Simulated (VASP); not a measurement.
# W (Im-3m) in VASP: further runs

W is run at these levels: PBE+D3(BJ), PBE+D4, PBE; tasks: single point.

All numbers are computed with VASP 6.6.1; they aren't measurements. Logs are shortened: lines on timing, memory, paths and dates and some standing lists are left out, and cuts for length are marked.

### Step 1. The cell of the first run

It takes space group Im-3m (No. 229, cubic). Conventional cell: a = 3.160 Å, b = 3.160 Å, c = 3.160 Å, α = 90.00°, β = 90.00°, γ = 90.00°. Within 3.6 Å of W (site symmetry m-3m) lie 14 W at 2.74 to 3.16 Å.

### Step 2. Single point, PBE+D3(BJ)

Contents of INCAR:

```
SYSTEM = W
PREC = Accurate
ENCUT = 500
EDIFF = 1E-6
ISMEAR = -1
SIGMA = 0.15
LREAL = .FALSE.
LASPH = .TRUE.
NELM = 120
ALGO = Normal
ISIF = 2
LWAVE = .FALSE.
LCHARG = .TRUE.
GGA = PE
IVDW = 12
LELF = .TRUE.
LVHAR = .TRUE.
NBANDS = 13
GGA_COMPAT = .FALSE.
```

Contents of KPOINTS:

```
regular mesh
0
G
  15 15 15
  0 0 0
```

Contents of POSCAR:

```
W
1.0
   -1.5799112971      1.5799112971      1.5799112971
    1.5799112971     -1.5799112971      1.5799112971
    1.5799112971      1.5799112971     -1.5799112971
W
1
Direct
    0.0000000000      0.0000000000      0.0000000000
```

Potentials or basis: VASP PAW PBE potentials, release 64 (W_sv).

The run is started by

```sh
cat potpaw_PBE.64/W_sv/POTCAR > POTCAR
mpirun -np 1 vasp_std > vasp.out
```

OUTCAR:

```text
SYSTEM = W
   PREC = Accurate
   ENCUT = 500
   EDIFF = 1E-6
   ISMEAR = -1
   LREAL = .FALSE.
   LASPH = .TRUE.
   NELM = 120
   ISIF = 2
   GGA = PE
   IVDW = 12
 IVDW          = 12

 ion  position               nearest neighbor table
   1  0.000  0.000  0.000-

  LATTYP: Found a body centered cubic cell.
 ALAT       =     3.1598225942

  Lattice vectors:

 A1 = (  -1.5799112971,   1.5799112971,   1.5799112971)
 A2 = (   1.5799112971,  -1.5799112971,   1.5799112971)
 A3 = (   1.5799112971,   1.5799112971,  -1.5799112971)

Analysis of symmetry for initial positions (statically):
=====================================================================
 Subroutine PRICEL returns:
 Original cell was already a primitive cell.

 Routine SETGRP: Setting up the symmetry group for a
 body centered cubic supercell.

 Subroutine GETGRP returns: Found 48 space group operations
 (whereof 48 operations were pure point group operations)
 out of a pool of 48 trial point group operations.

The static configuration has the point symmetry O_h .

Analysis of symmetry for dynamics (positions and initial velocities):
=====================================================================
 Subroutine PRICEL returns:
 Original cell was already a primitive cell.

 Routine SETGRP: Setting up the symmetry group for a
 body centered cubic supercell.

 Subroutine GETGRP returns: Found 48 space group operations
 (whereof 48 operations were pure point group operations)
 out of a pool of 48 trial point group operations.

The dynamic configuration has the point symmetry O_h .

 Subroutine INISYM returns: Found 48 space group operations
 (whereof 48 operations are pure point group operations),
 and found     1 'primitive' translations

----------------------------------------------------------------------------------------

                                     Primitive cell

  volume of cell :      15.7746

  direct lattice vectors                    reciprocal lattice vectors
    -1.579911297  1.579911297  1.579911297     0.000000000  0.316473463  0.316473463
     1.579911297 -1.579911297  1.579911297     0.316473463  0.000000000  0.316473463
     1.579911297  1.579911297 -1.579911297     0.316473463  0.316473463  0.000000000

  length of vectors
     2.736486638  2.736486638  2.736486638     0.447561064  0.447561064  0.447561064

  position of ions in fractional coordinates (direct lattice)
     0.000000000  0.000000000  0.000000000

  ion indices of the primitive-cell ions
   primitive index   ion index
                 1           1

----------------------------------------------------------------------------------------

 KPOINTS: regular mesh

Automatic generation of k-mesh.
 Grid dimensions read from file:
 generate k-points for:   15   15   15

 Generating k-lattice:

  Cartesian coordinates                     Fractional coordinates (reciprocal lattice)
     0.000000000  0.021098231  0.021098231     0.066666667  0.000000000  0.000000000
     0.021098231  0.000000000  0.021098231     0.000000000  0.066666667  0.000000000
     0.021098231  0.021098231  0.000000000     0.000000000  0.000000000  0.066666667

  Length of vectors
     0.029837404  0.029837404  0.029837404

  Shift w.r.t. Gamma in fractional coordinates (k-lattice)
     0.000000000  0.000000000  0.000000000

 Subroutine IBZKPT returns following result:
 ===========================================

 Found    120 irreducible k-points:

 Following reciprocal coordinates:
            Coordinates               Weight
  0.000000  0.000000  0.000000      1.000000
  0.066667  0.000000  0.000000     12.000000
  0.133333  0.000000  0.000000     12.000000
  0.200000  0.000000  0.000000     12.000000
  0.266667  0.000000  0.000000     12.000000
  0.333333  0.000000  0.000000     12.000000
[... 16 lines left out ...]
  0.333333  0.200000  0.000000     48.000000
  0.400000  0.200000  0.000000     24.000000
 [... further k-points ...]
   k-points           NKPTS =    120   k-points in BZ     NKDIM =    120   number of bands    NBANDS=     13
   number of dos      NEDOS =    301   number of ions     NIONS =      1
   total plane-waves  NPLWV =   8000
   dimension x,y,z NGX =    20 NGY =   20 NGZ =   20
   dimension x,y,z NGXF=    40 NGYF=   40 NGZF=   40
   ions per type =               1
   NGX,Y,Z   is equivalent  to a cutoff of  12.15, 12.15, 12.15 a.u.
   NGXF,Y,Z  is equivalent  to a cutoff of  24.30, 24.30, 24.30 a.u.
 SYSTEM =  W
   PREC   = accura    normal or accurate (medium, high low for compatibility)
   ISTART =      0    job   : 0-new  1-cont  2-samecut
   ICHARG =      2    charge: 1-file 2-atom 10-const
   ISPIN  =      1    spin polarized calculation?
   LNONCOLLINEAR =      F non collinear calculations
   LSORBIT =      F    spin-orbit coupling
   LASPH  =      T    aspherical Exc in radial PAW
   ENCUT  =  500.0 eV  36.75 Ry    6.06 a.u.   4.99  4.99  4.99*2*pi/ulx,y,z
   NELM   =    120;   NELMIN=  2; NELMDL= -5     # of ELM steps
   EDIFF  = 0.1E-05   stopping-criterion for ELM
   LREAL  =      F    real-space projection
   EDIFFG = 0.1E-04   stopping-criterion for IOM
   NSW    =      0    number of steps for IOM
   IBRION =     -1    ionic relax: 0-MD 1-quasi-New 2-CG
   NFREE  =      0    steps in history (QN), initial steepest desc. (CG)
   ISIF   =      2    stress and relaxation
   ISYM   =      2    0-nonsym 1-usesym 2-fastsym
   POTIM  = 0.5000    time-step for ionic-motion
   TEBEG  =    0.0;   TEEND  =   0.0 temperature during run
   PSTRESS=    0.0 pullay stress
   NELECT =      14.0000    total number of electrons
   NUPDOWN=      -1.0000    fix difference up-down
   EMIN   =  10.00;   EMAX   =-10.00  energy-range for DOS
   EFERMI =   0.00;   METHOD = LEGACY
   ISMEAR =    -1;   SIGMA  =   0.15  broadening in eV -4-tet -1-fermi 0-gaus
   EFERMI_NEDOS =   21; number of points for ismear=-14 and -15
   IALGO  =     38    algorithm
   IMIX   =      4    mixing-type and parameters
     AMIX     =   0.40;   BMIX     =  1.00
     AMIX_MAG =   1.60;   BMIX_MAG =  1.00
  volume/ion in A,a.u.               =      15.77       106.45
  Fermi-wavevector in a.u.,A,eV,Ry     =   1.573251  2.973014 33.676054  2.475120
  Thomas-Fermi vector in A             =   2.674564
   LORBIT       =      0    0 simple, 1 ext, 2 COOP (PROOUT), +10 PAW based schemes
   GGA     = PE    functional components
   LHFCALC =     F    Hartree Fock is set to
   AEXX    =    0.0000 exact exchange contribution
   IVDW    =    12    specifies the selected vdW correction
   LEPSILON=     F    determine dielectric tensor
   LRPA    =     F    only Hartree local field effects (RPA)
 non-spin polarized calculation
  energy-cutoff  :      500.00
  volume of cell :       15.77
 maximum number of plane-waves:       414
   NGX =  9   NGY =  9   NGZ =  9

 number of electron      14.0000004 magnetization

 Free energy of the ion-electron system (eV)
  ---------------------------------------------------
  ext. energy  EPLUGINS =         0.00000000
  ---------------------------------------------------
  free energy    TOTEN  =       -12.96001016 eV

  energy without entropy =      -12.92373709  energy(sigma->0) =      -12.94187363

 E-fermi :  11.4820     XC(G=0): -13.6684

 val. band max:       11.4524039111   @ k =  -0.3333   0.4000   0.2667
 cond. band min:      11.6029775649   @ k =  -0.2667   0.2667   0.1333
 fundamental gap:      0.1505736539
 Fermi energy:        11.4820242688

 k-point     1 :       0.0000    0.0000    0.0000
  band No.  band energies     occupation
      1     -62.6609      2.00000
      2     -26.2157      2.00000
      3     -26.2157      2.00000
      4     -26.2157      2.00000
      5       1.8500      2.00000
      6      10.2780      1.99935
      7      10.2781      1.99935
      8      10.2781      1.99935
      9      13.7886      0.00000
     10      13.7886      0.00000
     11      26.0423      0.00000
     12      26.0423      0.00000
     13      26.0423      0.00000

 k-point     2 :       0.0667    0.0000    0.0000
  band No.  band energies     occupation
      1     -62.6551      2.00000
      2     -26.2770      2.00000
      3     -26.2348      2.00000
      4     -26.2160      2.00000
      5       2.0664      2.00000
      6      10.1461      1.99973
      7      10.2468      1.99947
      8      10.4871      1.99737
      9      13.5800      0.00000
     10      13.7898      0.00000
     11      26.2269      0.00000
     12      26.4103      0.00000
     13      26.5735      0.00000

 k-point     3 :       0.1333    0.0000    0.0000
  band No.  band energies     occupation
      1     -62.6385      2.00000
      2     -26.4477      2.00000
      3     -26.2884      2.00000
      4     -26.2169      2.00000
      5       2.6797      2.00000
      6       9.7940      1.99997
      7      10.1016      1.99980
      8      11.1045      1.85064
      9      13.2008      0.00002
     10      13.8083      0.00000
     11      26.6433      0.00000
     12      27.4669      0.00000
     13      27.8241      0.00000
[... 305 lines left out ...]
 k-point    23 :       0.3333    0.2000    0.0000
  band No.  band energies     occupation
      1     -62.5179      2.00000
      2     -27.3474      2.00000
      3     -26.7925      2.00000
      4     -26.3475      2.00000
      5       6.4277      2.00000
      6       8.2136      2.00000
      7       9.8555      1.99996
      8      13.5006      0.00000
      9      14.8092      0.00000
     10      19.1943      0.00000
     11      21.7041      0.00000
     12      25.2550      0.00000
     13      27.8219      0.00000

 k-point    24 :       0.4000    0.2000    0.0000
  band No.  band energies     occupation
      1     -62.5131      2.00000
      2     -27.3683      2.00000
      3     -26.8284      2.00000
      4     -26.3500      2.00000
      5       6.4117      2.00000
      6       8.1937      2.00000
      7      10.1355      1.99975
      8      13.5459      0.00000
      9      15.0042      0.00000
     10      19.9397      0.00000
     11      20.9224      0.00000
     12      24.7331      0.00000
     13      27.7003      0.00000

 [... further k-points ...]

------------------------ aborting loop because EDIFF is reached ----------------------------------------

 Edisp (eV)   -0.69880

 E8    (eV) :    -0.3583

  FORCE on cell =-STRESS in cart. coord.  units (eV):
  Direction    XX          YY          ZZ          XY          YZ          ZX
  --------------------------------------------------------------------------------------
  -------------------------------------------------------------------------------------
  Total       0.05434     0.05434     0.05434    -0.00000    -0.00000     0.00000
  in kB       5.51962     5.51962     5.51962    -0.00000    -0.00000     0.00000
  external pressure =        5.52 kB  Pullay stress =        0.00 kB

 VOLUME and BASIS-vectors are now :
 -----------------------------------------------------------------------------
  energy-cutoff  :      500.00
  volume of cell :       15.77
      direct lattice vectors                 reciprocal lattice vectors
    -1.579911297  1.579911297  1.579911297     0.000000000  0.316473463  0.316473463
     1.579911297 -1.579911297  1.579911297     0.316473463  0.000000000  0.316473463
     1.579911297  1.579911297 -1.579911297     0.316473463  0.316473463  0.000000000

 POSITION                                       TOTAL-FORCE (eV/Angst)
 -----------------------------------------------------------------------------------
      0.00000      0.00000      0.00000         0.000000      0.000000     -0.000000
 -----------------------------------------------------------------------------------
    total drift:                                0.000000     -0.000000     -0.000000

  FREE ENERGIE OF THE ION-ELECTRON SYSTEM (eV)
  ---------------------------------------------------
  free  energy   TOTEN  =       -13.6588147244 eV

  energy  without entropy=      -13.6225416498  energy(sigma->0) =      -13.64067819
```

It took 12 s on 1 thread of AMD EPYC 9R45 (Zen 5), shared host; peak memory 0.11 GiB.

Results:

```
Free energy                : -13.6588 eV
Pressure                   : 0.6 GPa
Band gap on the k mesh     : zero (bands 7 and 8 overlap by 5.92 eV)
Dispersion energy per atom : -0.699 eV
```

Caveat: spin-orbit coupling is left out, which moves the levels of the heavy elements.

### Step 3. Single point, PBE+D4

Contents of INCAR:

```
SYSTEM = W
  PREC = Accurate
  ENCUT = 500
  EDIFF = 1E-6
  ISMEAR = -1
  SIGMA = 0.15
  LREAL = .False.
  LASPH = .True.
  NELM = 120
  ALGO = Normal
  ISIF = 2
  LWAVE = .False.
  LCHARG = .False.
  GGA = PE
  IVDW = 13
  NBANDS = 13
  GGA_COMPAT = .False.
```

Contents of KPOINTS:

```
regular mesh
0
Gamma
  15 15 15
  0 0 0
```

Contents of POSCAR:

```
W
1.0
   -1.5806215983      1.5806215983      1.5806215983
    1.5806215983     -1.5806215983      1.5806215983
    1.5806215983      1.5806215983     -1.5806215983
W
1
Direct
    0.0000000000      0.0000000000      0.0000000000
```

Potentials or basis: VASP PAW PBE potentials, release 64 (W_sv).

The run is started by

```sh
cat potpaw_PBE.64/W_sv/POTCAR > POTCAR
mpirun -np 1 vasp_std > vasp.out
```

It took 11 s on 1 thread of AMD EPYC 9R45 (Zen 5), shared host; peak memory 0.1 GiB.

Results (log left out):

```
Free energy                : -13.6854 eV
Pressure                   : 0.5 GPa
Band gap on the k mesh     : zero (bands 7 and 8 overlap by 5.91 eV)
Dispersion energy per atom : -0.724 eV
```

Levels at points of the mesh, in eV from the Fermi level:
```csv
k point,band 3,band 4,band 5,band 6,band 7,band 8,band 9,band 10,band 11,band 12
"(0.00, 0.00, 0.00)",-37.70,-37.70,-9.62,-1.20,-1.20,-1.20,2.30,2.30,14.56,14.56
```

Caveat: spin-orbit coupling is left out, which moves the levels of the heavy elements.

[end of part 1 of 2]
